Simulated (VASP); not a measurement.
Set up this calculation in VASP 6.6.1, as the native input.

| Property | Result |
| --- | --- |
| Task | single point |
| Functional | RPBE |
| Dispersion | D4 |
| Potentials or basis | VASP PAW PBE potentials, release 64 (Zn) |
| Cutoff | 520 eV |
| k mesh | 12 × 12 × 12 |
| Occupations | fermi-dirac, width 0.05 eV |
| Spin | no spin polarisation |
| Dipole correction | no |
| Further INCAR settings | ALGO = Normal; EDIFF = 1e-07; NBANDS = 12 |

The structure of Zn lies in POSCAR:

```
Zn
1.0
    0.0000000000      1.9318863322      1.9318863322
    1.9318863322      0.0000000000      1.9318863322
    1.9318863322      1.9318863322      0.0000000000
Zn
1
Direct
    0.0000000000      0.0000000000      0.0000000000
```

This isn't the form of Zn at room conditions, which is hcp.

The input as run:

INCAR

```
ALGO = Normal
EDIFF = 1E-7
ENCUT = 520
GGA = RP
ISIF = 2
ISMEAR = -1
IVDW = 13
LASPH = True
LCHARG = False
LREAL = False
LWAVE = False
NBANDS = 12
NELM = 80
PREC = Accurate
SIGMA = 0.05
```

KPOINTS

```
k-points
0
Gamma
  12 12 12
```

Potentials or basis: VASP PAW PBE potentials, release 64 (Zn).

Command:

```bash
$ cat potpaw_PBE.64/Zn/POTCAR > POTCAR
$ mpirun -np 1 vasp_std > vasp.out
```

Results of the run:

| Quantity | Value |
| --- | --- |
| Pressure | 0.4 GPa |
| Band gap on the k mesh | zero (bands 6 and 7 overlap by 3.54 eV) |
| Dispersion energy per atom | -0.678 eV |

Caveat: the PAW data sets were made with another functional, which shifts forces and pressure a little.

It took 13 s on 1 thread of Intel Xeon 8259CL, on a shared host, peak memory 0.13 GiB.
